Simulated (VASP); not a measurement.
# NbIn2Se3 (P4/mmm) in VASP: a series of runs, part 2 of 2

VASP 6.6.1. Earlier steps stand in the parts before.

## Step 3: Relaxation of cell and atoms, PBE

This run uses another cell than the first one, of 29.71 Å³/atom.

INCAR reads:

```
  ALGO = Normal
  EDIFF = 1E-7
  EDIFFG = -0.08
  ENCUT = 500
  GGA = PE
  GGA_COMPAT = F
  IBRION = 2
  ISIF = 3
  ISMEAR = 0
  LASPH = T
  LCHARG = F
  LREAL = F
  LWAVE = F
  NELM = 120
  NELMIN = 4
  NSW = 36
  PREC = Accurate
  SIGMA = 0.15
```

KPOINTS reads:

```
k-points
0
Gamma
  3 3 2
```

POSCAR reads:

```
NbIn2Se3
1.0
    4.8179307300      0.0000000000      0.0000000000
    0.0000000000      4.8179307300      0.0000000000
    0.0000000000      0.0000000000      7.6789161900
Nb In Se
1 2 3
Direct
    0.0000000000      0.0000000000      0.0000000000
    0.0000000000      0.0000000000      0.6486861200
    0.0000000000      0.0000000000      0.3513138800
    0.5000000000      0.5000000000      0.0000000000
    0.5000000000      0.5000000000      0.2860084100
    0.5000000000      0.5000000000      0.7139915900
```

Potentials or basis: VASP PAW PBE potentials, release 64 (Nb_sv, In_d, Se).

Launch:

```console
> cat potpaw_PBE.64/Nb_sv/POTCAR potpaw_PBE.64/In_d/POTCAR potpaw_PBE.64/Se/POTCAR > POTCAR
> mpirun -np 1 vasp_std > vasp.out
```

OUTCAR:

```text
EDIFF = 1E-7
   EDIFFG = -0.08
   ENCUT = 500
   GGA = PE
   IBRION = 2
   ISIF = 3
   ISMEAR = 0
   LASPH = T
   LREAL = F
   NELM = 120
   NELMIN = 4
   NSW = 36
   PREC = Accurate

 ion  position               nearest neighbor table
   1  0.000  0.000  0.000-   2 2.70   3 2.70
   2  0.000  0.000  0.649-   3 2.28   1 2.70
   3  0.000  0.000  0.351-   2 2.28   1 2.70
   4  0.500  0.500  0.000-   5 2.20   6 2.20
   5  0.500  0.500  0.286-   4 2.20
   6  0.500  0.500  0.714-   4 2.20

  LATTYP: Found a simple tetragonal cell.
 ALAT       =     4.8179307300
 C/A-ratio  =     1.5938203806

  Lattice vectors:

 A1 = (   4.8179307300,   0.0000000000,   0.0000000000)
 A2 = (   0.0000000000,   4.8179307300,   0.0000000000)
 A3 = (   0.0000000000,   0.0000000000,   7.6789161900)

Analysis of symmetry for initial positions (statically):
[... 296 lines left out ...]
      6      -9.8657      2.00000
[... 211 lines left out ...]
     33       5.7057      0.00000
     34       6.2185      0.00000

[... ionic steps 4 to 26 ...]

--------------------------------------- Ionic step       27  -------------------------------------------

 number of electron      57.0000047 magnetization

------------------------ aborting loop because EDIFF is reached ----------------------------------------
[... 75 lines left out ...]
--------------------------------------- Ionic step       29  -------------------------------------------

 number of electron      57.0000034 magnetization

 Free energy of the ion-electron system (eV)
  ---------------------------------------------------
  ext. energy  EPLUGINS =         0.00000000
  ---------------------------------------------------
  free energy    TOTEN  =       -26.19349164 eV

  energy without entropy =      -26.08665304  energy(sigma->0) =      -26.14007234

 E-fermi :   4.7735     XC(G=0):  -9.5162

 val. band max:        4.7640837023   @ k =   0.3333   0.0000   0.0000
 cond. band min:       4.7814494139   @ k =   0.3333   0.0000   0.5000
 fundamental gap:      0.0173657116
 Fermi energy:         4.7735256515

 k-point     1 :       0.0000    0.0000    0.0000
  band No.  band energies     occupation
      1     -50.9048      2.00000
      2     -27.0193      2.00000
      3     -27.0193      2.00000
      4     -26.8498      2.00000
      5      -9.8162      2.00000
      6      -9.2422      2.00000
[... 244 lines left out ...]
  FREE ENERGIE OF THE ION-ELECTRON SYSTEM (eV)
  ---------------------------------------------------
  free  energy   TOTEN  =       -26.1934916416 eV

  energy  without entropy=      -26.0866530439  energy(sigma->0) =      -26.14007234

 reached required accuracy - stopping structural energy minimisation
```

Run time: 27 min. Hardware: 1 thread of Intel Xeon 8259CL, shared host; peak memory 0.28 GiB.

Results:

```yaml
Free_energy: -26.1935 eV
Relaxed_volume: 26.30 Å³/atom
Relaxed_cell: a = 3.672 Å, b = 3.672 Å, c = 11.702 Å, α = 90.00°, β = 90.00°, γ = 90.00°
Space_group_after_relaxing_to_0.1_Å: P4/mmm (No. 123)
Energy_gained_by_relaxing: 1281.1 meV/atom
Ionic_steps: 29
Pressure_after_relaxing: 0.1 GPa
Largest_force_after_relaxing: 0.059 eV/Å
Band_gap_on_the_k_mesh: zero (an odd number of electrons rules out a gap without spin polarisation)
```

Forces in eV/Å, atoms in the order of the input:
```
Nb   0.000  0.000  0.000
In   0.000  0.000 -0.059
In   0.000  0.000  0.059
Se   0.000  0.000  0.000
Se   0.000  0.000  0.039
Se   0.000  0.000 -0.039
```

The path:
```
step  energy change (eV)  largest force (eV/Å)  pressure (GPa)  volume (Å³)
   1              0.0000                6.0554            6.12       178.25
   2             -4.1804                0.2127           -9.07       199.59
   3             -4.2068                0.2415           -9.07       199.90
   4             -6.7536                0.4121            0.19       152.83
   5             -6.7576                0.4262            0.94       151.45
   6             -6.8269                0.5332            1.48       152.28
   7             -6.9801                0.8931            3.14       154.48
   8             -6.9837                0.9673            3.89       155.33
   9             -6.9961                0.9642            3.74       155.87
  10             -7.0280                0.9507            3.29       157.47
  11             -7.0661                0.9002            2.34       160.67
  12             -7.0722                0.8870            1.84       162.25
  13             -7.1078                0.8526            1.39       162.74
  14             -7.1859                0.7563            0.14       164.19
  15             -7.2222                0.5918           -1.98       167.00
  16             -7.2271                0.6301           -1.48       166.29
  17             -7.2461                0.6265           -1.29       165.26
  18             -7.2924                0.6179           -0.68       162.21
  19             -7.3322                0.5710            0.74       156.17
  20             -7.3714                0.5496            0.60       156.11
  21             -7.4811                0.5742            0.33       155.90
  22             -7.4617                0.8789            0.63       155.49
  23             -7.5266                0.5046            0.32       155.73
  24             -7.5708                0.4340            0.32       155.99
  25             -7.6515                0.2863            0.30       156.66
  26             -7.6605                0.3365           -0.01       157.69
  27             -7.6682                0.3531            0.13       157.41
  28             -7.6831                0.1821            0.12       157.64
  29             -7.6868                0.0587            0.13       157.82
```

Final structure:
```
Nb In Se
1.0
     3.67244    0.00000    0.00000
     0.00000    3.67244    0.00000
     0.00000    0.00000   11.70174
Nb In Se
1 2 3
Direct
  0.00000 0.00000 0.00000
  0.00000 0.00000 0.74835
  0.00000 0.00000 0.25165
  0.50000 0.50000 0.00000
  0.50000 0.50000 0.35627
  0.50000 0.50000 0.64373
```

Levels at points of the mesh, in eV from the Fermi level:
```
           k point  band 26  band 27  band 28  band 29  band 30  band 31  band 32  band 33
(0.00, 0.00, 0.00)    -0.87    -0.75    -0.75    -0.46     0.30     0.30     0.73     1.09
(0.00, 0.00, 0.50)    -0.67    -0.67    -0.46    -0.36    -0.26     0.28     0.28     1.37
```

Caveat: the k points lie up to 0.57 Å⁻¹ apart in the final cell, too coarse for converged energies and pressures of a metal; a cell axis changed by over 15 % at a fixed basis, so the end point is rough; spin-orbit coupling is left out, which moves the levels of the heavy elements; this functional lacks dispersion, which binds layers or chains, so the pressure and a relaxed spacing across them are unreliable; the relaxation stopped at a loose force limit of 0.08 eV/Å, so its end isn't a converged minimum.

The gap in the log of VASP goes by the Fermi energy; the results here count the filled bands.